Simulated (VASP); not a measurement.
Set up this calculation in VASP 6.6.1, as the native input.

```
Task                               : single point
Functional                         : HSE06
Potentials or basis                : VASP PAW PBE potentials, release 64 (Na_pv, H)
Cutoff                             : 520 eV
k mesh                             : 6 × 6 × 6
Occupations                        : gaussian, width 0.01 eV
Spin                               : no spin polarisation
Dipole correction                  : no
Grid for exact exchange (PRECFOCK) : Normal
Further INCAR settings             : ALGO = Normal; EDIFF = 1e-07; NBANDS = 11
Share of exact exchange            : 0.25
Screening parameter                : 0.2079 1/Å
```

The system is NaH.

```
Na H
1.0
     0.00000    2.51739    2.51739
     2.51739    0.00000    2.51739
     2.51739    2.51739    0.00000
Na H
1 1
Cartesian
  0.0000 0.0000 0.0000
  2.5174 2.5174 2.5174
```

This cell differs from its parent crystal: strain +5.0%.

The input as run:

POSCAR

```
NaH
1.0
    0.0000000000      2.5173879016      2.5173879016
    2.5173879016      0.0000000000      2.5173879016
    2.5173879016      2.5173879016      0.0000000000
Na H
1 1
Direct
    0.0000000000      0.0000000000      0.0000000000
    0.5000000000      0.5000000000      0.5000000000
```

INCAR.step1

```
PREC = Accurate ; ENCUT = 520
EDIFF = 1E-5 ; ISMEAR = 0
SIGMA = 0.01 ; LREAL = F
LASPH = T ; NELM = 80
ALGO = Normal ; ISIF = 2
LWAVE = T ; GGA = PE
NBANDS = 11
```

INCAR.step2

```
PREC = Accurate ; ENCUT = 520
EDIFF = 1E-7 ; ISMEAR = 0
SIGMA = 0.01 ; LREAL = F
LASPH = T ; NELM = 80
ALGO = Normal ; ISIF = 2
LWAVE = F ; LCHARG = T
GGA = PE ; LHFCALC = T
HFSCREEN = 0.2079 ; PRECFOCK = Normal
LELF = T ; LVHAR = T
ISTART = 1 ; NBANDS = 11
```

KPOINTS

```
Automatic mesh
0
Gamma
  6 6 6
```

Potentials or basis: VASP PAW PBE potentials, release 64 (Na_pv, H).

Command:

```console
$ cat potpaw_PBE.64/Na_pv/POTCAR potpaw_PBE.64/H/POTCAR > POTCAR
$ cp INCAR.step1 INCAR
$ mpirun -np 1 vasp_std > vasp.out
$ cp INCAR.step2 INCAR
$ mpirun -np 1 vasp_std > vasp.out
```

It gave:

The pressure is -2.6 GPa and the band gap on the k mesh is 4.60 eV (least direct gap 5.44 eV).

Caveat: the cell differs from its parent crystal (strain +5.0%); the structure was generated, so it needn't be the stable form of NaH; the PAW data sets were made with another functional, which shifts forces and pressure a little.

Run time: 8.3 min on 1 thread of Intel(R) Xeon(R) Platinum 8259CL CPU @ 2.50GHz (Skylake/Cascade Lake), on a shared host, peak memory 0.26 GiB.
